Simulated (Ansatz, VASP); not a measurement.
CdBi2Pt4Br: VASP beside Ansatz

```xyz
8
Lattice="4.1261 0.0000 0.0000 0.0000 4.1261 0.0000 0.0000 0.0000 9.6853" Properties=species:S:1:pos:R:3 pbc="T T T"
Cd    0.0000    0.0000    0.0000
Bi    2.0631    2.0631    7.0141
Bi    2.0631    2.0631    2.6712
Pt    2.0631    0.0000    8.1259
Pt    0.0000    2.0631    8.1259
Pt    2.0631    0.0000    1.5593
Pt    0.0000    2.0631    1.5593
Br    0.0000    0.0000    4.8426
```

Alike in both runs: task single point; functional r2SCAN; dispersion D3(BJ); k mesh 6 × 6 × 3; occupations gaussian, width 0.0114 eV; no spin polarisation.

```csv
,VASP,Ansatz
version,VASP 6.6.1,Ansatz 0.2.0
potentials or method,"VASP PAW PBE potentials, release 64 (Cd, Bi_d, Pt, Br), cutoff 520 eV",PAW plane waves
valence electrons in the cell,89,129
```

Ansatz gave:

```
gap on the k mesh at the Fermi level (eV) : none
rms of the force components (eV/Å)        : 4.030
```

**Question.** Which values does VASP return?

**Answer.** gap on the k mesh at the Fermi level (eV): none; rms of the force components (eV/Å): 4.105.

VASP's potentials were made for PBE, not for r2SCAN. Atom by atom the forces differ by 0.082 eV/Å (rms over components). A gap of «none» marks a metal or a gap that the smearing closes. VASP's potentials hold 89 valence electrons a cell and Ansatz's 129, so a difference there can come from the potentials and not from the codes. Ansatz's warnings: dispersion damping borrowed.

Spin-orbit coupling is off throughout.
